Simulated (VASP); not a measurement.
# SnO (Cmme) in VASP: further runs

Runs on SnO. Level: PBEsol+D3(BJ). Tasks: single point.

Program: VASP 6.6.1. These are calculated values, not measurements. Logs are shortened: lines on timing, memory, paths and dates and some standing lists are left out, and cuts for length are marked.

## Step 1: The cell of the first run

The structure is orthorhombic, space group Cmme (No. 67). Conventional cell: a = 5.172 Å, b = 5.492 Å, c = 4.563 Å, α = 90.00°, β = 90.00°, γ = 90.00°. Sn (site symmetry mm2) has 4 O at 2.21 Å within 2.9 Å. O (site symmetry 222) has 4 Sn at 2.21 Å and 4 O at 2.59 to 2.75 Å within 2.9 Å.

## Step 2: Single point, PBEsol+D3(BJ) (strain -0.0600 x Voigt [0, 0, 0, 0, 0, 1])

Contents of INCAR:

```
SYSTEM = SnO
  PREC = Accurate
  ENCUT = 600
  EDIFF = 1E-6
  ISMEAR = 0
  SIGMA = 0.15
  LREAL = .False.
  LASPH = .True.
  NELM = 120
  ALGO = Normal
  ISIF = 2
  LWAVE = .False.
  LCHARG = .False.
  GGA = PS
  IVDW = 12
  NBANDS = 28
  GGA_COMPAT = .False.
```

Contents of KPOINTS:

```
regular mesh
0
Gamma
  12 12 10
  0 0 0
```

Contents of POSCAR:

```
SnO
1.0
    3.7703910616     -0.1131117318      0.0000000000
   -0.1131117318      3.7703910616      0.0000000000
    0.0000000000      0.0000000000      4.5633702865
Sn O
2 2
Direct
    0.0000000000      0.5000000000      0.2532585894
    0.5000000000      0.0000000000      0.7467414106
    0.0000000000      0.0000000000      0.0000000000
    0.5000000000      0.5000000000      0.0000000000
```

Potentials or basis: VASP PAW PBE potentials, release 64 (Sn_d, O).

Launch:

```bash
$ cat potpaw_PBE.64/Sn_d/POTCAR potpaw_PBE.64/O/POTCAR > POTCAR
$ mpirun -np 1 vasp_std > vasp.out
```

OUTCAR:

```text
SYSTEM = SnO
   PREC = Accurate
   ENCUT = 600
   EDIFF = 1E-6
   ISMEAR = 0
   LREAL = .False.
   LASPH = .True.
   NELM = 120
   ISIF = 2
   GGA = PS
   IVDW = 12
 IVDW          = 12

 ion  position               nearest neighbor table
   1  0.000  0.500  0.253-   3 2.21   4 2.21   3 2.21   4 2.21   2 3.43   2 3.43   2 3.47   2 3.47
                             2 3.55   2 3.55   2 3.59   2 3.59
   2  0.500  0.000  0.747-   3 2.21   4 2.21   4 2.21   3 2.21   1 3.43   1 3.43   1 3.47   1 3.47
                             1 3.55   1 3.55   1 3.59   1 3.59
   3  0.000  0.000  0.000-   1 2.21   2 2.21   1 2.21   2 2.21
   4  0.500  0.500  0.000-   1 2.21   2 2.21   2 2.21   1 2.21

  LATTYP: Found a base centered orthorhombic cell.
 ALAT       =     5.1721740296
 B/A-ratio  =     1.0618556701
 C/A-ratio  =     0.8822924868

  Lattice vectors:

 A1 = (   3.7703910616,  -0.1131117318,   0.0000000000)
 A2 = (  -0.1131117318,   3.7703910616,   0.0000000000)
 A3 = (   0.0000000000,   0.0000000000,   4.5633702865)

Analysis of symmetry for initial positions (statically):
=====================================================================
 Subroutine PRICEL returns:
 Original cell was already a primitive cell.

 Routine SETGRP: Setting up the symmetry group for a
 base centered orthorhombic supercell.

 Subroutine GETGRP returns: Found  8 space group operations
 (whereof  4 operations were pure point group operations)
 out of a pool of  8 trial point group operations.

The static configuration has the point symmetry D_2 .
 The point group associated with its full space group is D_2h.

Analysis of symmetry for dynamics (positions and initial velocities):
=====================================================================
 Subroutine PRICEL returns:
 Original cell was already a primitive cell.

 Routine SETGRP: Setting up the symmetry group for a
 base centered orthorhombic supercell.

 Subroutine GETGRP returns: Found  8 space group operations
 (whereof  4 operations were pure point group operations)
 out of a pool of  8 trial point group operations.

The dynamic configuration has the point symmetry D_2 .
 The point group associated with its full space group is D_2h.

 Subroutine INISYM returns: Found  8 space group operations
 (whereof  4 operations are pure point group operations),
 and found     1 'primitive' translations

----------------------------------------------------------------------------------------

                                     Primitive cell

  volume of cell :      64.8138

  direct lattice vectors                    reciprocal lattice vectors
     3.770391062 -0.113111732  0.000000000     0.265463395  0.007963902  0.000000000
    -0.113111732  3.770391062  0.000000000     0.007963902  0.265463395  0.000000000
     0.000000000  0.000000000  4.563370286     0.000000000  0.000000000  0.219136282

  length of vectors
     3.772087356  3.772087356  4.563370286     0.265582826  0.265582826  0.219136282

  position of ions in fractional coordinates (direct lattice)
     1.000000000  0.500000000  0.253258589
     0.500000000  1.000000000  0.746741411
     0.000000000  0.000000000  0.000000000
     0.500000000  0.500000000  0.000000000

  ion indices of the primitive-cell ions
   primitive index   ion index
                 1           1
                 2           2
                 3           3
                 4           4

----------------------------------------------------------------------------------------

 KPOINTS: regular mesh

Automatic generation of k-mesh.
 Grid dimensions read from file:
 generate k-points for:   12   12   10

 Generating k-lattice:

  Cartesian coordinates                     Fractional coordinates (reciprocal lattice)
     0.022121950  0.000663658  0.000000000     0.083333333 -0.000000000  0.000000000
     0.000663658  0.022121950  0.000000000    -0.000000000  0.083333333  0.000000000
     0.000000000  0.000000000  0.021913628     0.000000000  0.000000000  0.100000000

  Length of vectors
     0.022131902  0.022131902  0.021913628

  Shift w.r.t. Gamma in fractional coordinates (k-lattice)
     0.000000000  0.000000000  0.000000000

 Subroutine IBZKPT returns following result:
 ===========================================

 Found    258 irreducible k-points:

 Following reciprocal coordinates:
            Coordinates               Weight
  0.000000  0.000000  0.000000      1.000000
  0.083333  0.000000  0.000000      4.000000
  0.166667  0.000000  0.000000      4.000000
  0.250000  0.000000  0.000000      4.000000
  0.333333  0.000000  0.000000      4.000000
  0.416667  0.000000  0.000000      4.000000
[... 16 lines left out ...]
  0.500000  0.166667  0.000000      4.000000
 -0.416667  0.166667  0.000000      4.000000
 [... further k-points ...]
   k-points           NKPTS =    258   k-points in BZ     NKDIM =    258   number of bands    NBANDS=     28
   number of dos      NEDOS =    301   number of ions     NIONS =      4
   total plane-waves  NPLWV =  32400
   dimension x,y,z NGX =    30 NGY =   30 NGZ =   36
   dimension x,y,z NGXF=    60 NGYF=   60 NGZF=   72
   ions per type =               2   2
   NGX,Y,Z   is equivalent  to a cutoff of  13.22, 13.22, 13.11 a.u.
   NGXF,Y,Z  is equivalent  to a cutoff of  26.44, 26.44, 26.23 a.u.
 SYSTEM =  SnO
   PREC   = accura    normal or accurate (medium, high low for compatibility)
   ISTART =      0    job   : 0-new  1-cont  2-samecut
   ICHARG =      2    charge: 1-file 2-atom 10-const
   ISPIN  =      1    spin polarized calculation?
   LNONCOLLINEAR =      F non collinear calculations
   LSORBIT =      F    spin-orbit coupling
   LASPH  =      T    aspherical Exc in radial PAW
   ENCUT  =  600.0 eV  44.10 Ry    6.64 a.u.   7.53  7.53  9.11*2*pi/ulx,y,z
   NELM   =    120;   NELMIN=  2; NELMDL= -5     # of ELM steps
   EDIFF  = 0.1E-05   stopping-criterion for ELM
   LREAL  =      F    real-space projection
   EDIFFG = 0.1E-04   stopping-criterion for IOM
   NSW    =      0    number of steps for IOM
   IBRION =     -1    ionic relax: 0-MD 1-quasi-New 2-CG
   NFREE  =      0    steps in history (QN), initial steepest desc. (CG)
   ISIF   =      2    stress and relaxation
   ISYM   =      2    0-nonsym 1-usesym 2-fastsym
   POTIM  = 0.5000    time-step for ionic-motion
   TEBEG  =    0.0;   TEEND  =   0.0 temperature during run
   PSTRESS=    0.0 pullay stress
   NELECT =      40.0000    total number of electrons
   NUPDOWN=      -1.0000    fix difference up-down
   EMIN   =  10.00;   EMAX   =-10.00  energy-range for DOS
   EFERMI =   0.00;   METHOD = LEGACY
   ISMEAR =     0;   SIGMA  =   0.15  broadening in eV -4-tet -1-fermi 0-gaus
   EFERMI_NEDOS =   21; number of points for ismear=-14 and -15
   IALGO  =     38    algorithm
   IMIX   =      4    mixing-type and parameters
     AMIX     =   0.40;   BMIX     =  1.00
     AMIX_MAG =   1.60;   BMIX_MAG =  1.00
  volume/ion in A,a.u.               =      16.20       109.35
  Fermi-wavevector in a.u.,A,eV,Ry     =   1.393817  2.633932 26.432379  1.942725
  Thomas-Fermi vector in A             =   2.517426
   LORBIT       =      0    0 simple, 1 ext, 2 COOP (PROOUT), +10 PAW based schemes
   GGA     = PS    functional components
   LHFCALC =     F    Hartree Fock is set to
   AEXX    =    0.0000 exact exchange contribution
   IVDW    =    12    specifies the selected vdW correction
   LEPSILON=     F    determine dielectric tensor
   LRPA    =     F    only Hartree local field effects (RPA)
 non-spin polarized calculation
 Gauss-broadening in eV      SIGMA  =   0.15
  energy-cutoff  :      600.00
  volume of cell :       64.81
 maximum number of plane-waves:      2187
   NGX = 15   NGY = 15   NGZ = 19

 number of electron      40.0000018 magnetization

 Free energy of the ion-electron system (eV)
  ---------------------------------------------------
  ext. energy  EPLUGINS =         0.00000000
  ---------------------------------------------------
  free energy    TOTEN  =       -24.12281696 eV

  energy without entropy =      -24.11830000  energy(sigma->0) =      -24.12055848

 E-fermi :   7.9860     XC(G=0): -10.9387

 val. band max:        7.9838449315   @ k =  -0.0833   0.0833   0.1000
 cond. band min:       7.9878808817   @ k =   0.5000   0.4167   0.1000
 fundamental gap:      0.0040359503
 Fermi energy:         7.9860229351

 k-point     1 :       0.0000    0.0000    0.0000
  band No.  band energies     occupation
      1     -14.0828      2.00000
      2     -13.6493      2.00000
      3     -13.5959      2.00000
      4     -13.5928      2.00000
      5     -13.5683      2.00000
      6     -13.5640      2.00000
[... 20 lines left out ...]
     27      14.5023      0.00000
     28      14.7642      0.00000

 k-point     2 :       0.0833    0.0000    0.0000
  band No.  band energies     occupation
      1     -14.0787      2.00000
      2     -13.6463      2.00000
      3     -13.5949      2.00000
      4     -13.5918      2.00000
      5     -13.5663      2.00000
      6     -13.5648      2.00000
[... 20 lines left out ...]
     27      14.5963      0.00000
     28      15.3965      0.00000

 k-point     3 :       0.1667    0.0000    0.0000
  band No.  band energies     occupation
      1     -14.0667      2.00000
      2     -13.6376      2.00000
      3     -13.6248      2.00000
      4     -13.5914      2.00000
      5     -13.5718      2.00000
      6     -13.5548      2.00000
[... 20 lines left out ...]
     27      14.7259      0.00000
     28      16.7344      0.00000

 k-point     4 :       0.2500    0.0000    0.0000
  band No.  band energies     occupation
      1     -14.0479      2.00000
      2     -13.7155      2.00000
      3     -13.6239      2.00000
      4     -13.5847      2.00000
      5     -13.5656      2.00000
      6     -13.5556      2.00000
[... 578 lines left out ...]
     27      15.9810      0.00000
     28      16.8965      0.00000

 k-point    23 :       0.5000    0.1667    0.0000
  band No.  band energies     occupation
      1     -13.9794      2.00000
      2     -13.9581      2.00000
      3     -13.5871      2.00000
      4     -13.5700      2.00000
      5     -13.5621      2.00000
      6     -13.5501      2.00000
[... 20 lines left out ...]
     27      16.0616      0.00000
     28      16.6773      0.00000

 k-point    24 :      -0.4167    0.1667    0.0000
  band No.  band energies     occupation
      1     -13.9947      2.00000
      2     -13.9318      2.00000
      3     -13.6047      2.00000
      4     -13.5627      2.00000
      5     -13.5609      2.00000
      6     -13.5548      2.00000
[... 20 lines left out ...]
     27      16.2305      0.00000
     28      16.3553      0.00000

 [... further k-points ...]

------------------------ aborting loop because EDIFF is reached ----------------------------------------

 Edisp (eV)   -0.93432

 E8    (eV) :    -0.6182

  FORCE on cell =-STRESS in cart. coord.  units (eV):
  Direction    XX          YY          ZZ          XY          YZ          ZX
  --------------------------------------------------------------------------------------
  -------------------------------------------------------------------------------------
  Total       0.17638     0.17638     0.12057     2.26252     0.00000     0.00000
  in kB       4.36008     4.36008     2.98040    55.92878     0.00000     0.00000
  external pressure =        3.90 kB  Pullay stress =        0.00 kB

 VOLUME and BASIS-vectors are now :
 -----------------------------------------------------------------------------
  energy-cutoff  :      600.00
  volume of cell :       64.81
      direct lattice vectors                 reciprocal lattice vectors
     3.770391062 -0.113111732  0.000000000     0.265463395  0.007963902  0.000000000
    -0.113111732  3.770391062  0.000000000     0.007963902  0.265463395  0.000000000
     0.000000000  0.000000000  4.563370286     0.000000000  0.000000000  0.219136282

 POSITION                                       TOTAL-FORCE (eV/Angst)
 -----------------------------------------------------------------------------------
     -0.05656      1.88520      1.15571         0.000000      0.000000      0.096588
      1.88520     -0.05656      3.40766        -0.000000      0.000000     -0.096588
      0.00000      0.00000      0.00000         0.000000      0.000000      0.000000
      1.82864      1.82864      0.00000        -0.000000      0.000000      0.000000
 -----------------------------------------------------------------------------------
    total drift:                                0.000000      0.000000      0.000000

  FREE ENERGIE OF THE ION-ELECTRON SYSTEM (eV)
  ---------------------------------------------------
  free  energy   TOTEN  =       -25.0571405363 eV

  energy  without entropy=      -25.0526235765  energy(sigma->0) =      -25.05488206
```

Run time: 3.2 min. Hardware: 1 thread of Intel Xeon 6975P-C (Granite Rapids), shared host; peak memory 0.54 GiB.

What came out:

```
Free energy                : -25.0571 eV
Pressure                   : 0.4 GPa
Largest force              : 0.097 eV/Å
Band gap on the k mesh     : zero (band 20 reaches 8.03 eV, above the bottom of band 21 at 7.47 eV)
Dispersion energy per atom : -0.234 eV
```

Forces on the atoms (eV/Å):
```
Sn   0.000  0.000  0.097
Sn   0.000  0.000 -0.097
O    0.000  0.000  0.000
O    0.000  0.000  0.000
```

Caveat: the cell differs from its parent crystal (strain -0.0600 x Voigt [0, 0, 0, 0, 0, 1]); the PAW data sets were made with another functional, which shifts forces and pressure a little; spin-orbit coupling is left out, which moves the levels of the heavy elements; pairwise dispersion overbinds metals, which lowers pressure and volume.

## Step 3: Single point, PBEsol+D3(BJ) (strain +0.0525 x Voigt [0, 0, 0, 0, 0, 1])

Contents of INCAR:

```
  PREC = Accurate
  ENCUT = 600
  EDIFF = 1E-6
  ISMEAR = 0
  SIGMA = 0.15
  LREAL = False
  LASPH = True
  NELM = 120
  ALGO = Normal
  ISIF = 2
  LWAVE = False
  LCHARG = True
  GGA = PS
  IVDW = 12
  LELF = True
  LVHAR = True
  NBANDS = 28
  GGA_COMPAT = False
```

Contents of KPOINTS:

```
Automatic mesh
0
Gamma
  12 12 10
```

POSCAR: that of step 2 with these lines changed.

```diff
@@ -2,4 +2,4 @@
 1.0
-    3.7703910616     -0.1131117318      0.0000000000
-   -0.1131117318      3.7703910616      0.0000000000
+    3.7703910616      0.0989727654      0.0000000000
+    0.0989727654      3.7703910616      0.0000000000
     0.0000000000      0.0000000000      4.5633702865
```

Potentials or basis: VASP PAW PBE potentials, release 64 (Sn_d, O).

Launch:

```bash
$ cat potpaw_PBE.64/Sn_d/POTCAR potpaw_PBE.64/O/POTCAR > POTCAR
$ mpirun -np 1 vasp_std > vasp.out
```

Wall time 3.4 min (1 thread of Intel Xeon 6975P-C (Granite Rapids), shared host); peak memory 0.55 GiB.

It converged, with:

- Free energy: -25.0731 eV
- Pressure: 0.3 GPa
- Largest force: 0.095 eV/Å
- Band gap on the k mesh: zero (band 20 reaches 8.02 eV, above the bottom of band 21 at 7.48 eV)
- Dispersion energy per atom: -0.234 eV

Forces on the atoms (eV/Å):
```
Sn   0.000  0.000  0.095
Sn   0.000  0.000 -0.095
O    0.000  0.000  0.000
O    0.000  0.000  0.000
```

Stress tensor (GPa, compression positive):
```
 0.37 -4.89  0.00
-4.89  0.37  0.00
 0.00  0.00  0.28
```

Levels at points of the mesh, in eV from the Fermi level:
```csv
k point,band 17,band 18,band 19,band 20,band 21,band 22,band 23,band 24
"(0.00, 0.00, 0.00)",-3.65,-3.62,-2.91,0.02,2.33,4.14,4.52,5.06
"(0.50, 0.00, 0.00)",-5.03,-5.03,-3.02,-3.02,3.49,3.49,5.69,5.69
"(0.50, 0.50, 0.00)",-2.83,-2.34,-2.18,-1.78,-0.50,-0.39,4.20,4.73
"(0.00, 0.00, 0.50)",-3.65,-2.94,-2.65,-2.30,1.66,2.26,2.64,3.40
"(0.50, 0.00, 0.50)",-4.95,-4.95,-1.84,-1.84,2.85,2.85,5.07,5.07
"(0.50, 0.50, 0.50)",-3.44,-2.84,-2.72,-2.34,2.10,2.17,4.42,4.68
```

Caveat: the cell differs from its parent crystal (strain +0.0525 x Voigt [0, 0, 0, 0, 0, 1]); the PAW data sets were made with another functional, which shifts forces and pressure a little; spin-orbit coupling is left out, which moves the levels of the heavy elements; pairwise dispersion overbinds metals, which lowers pressure and volume.
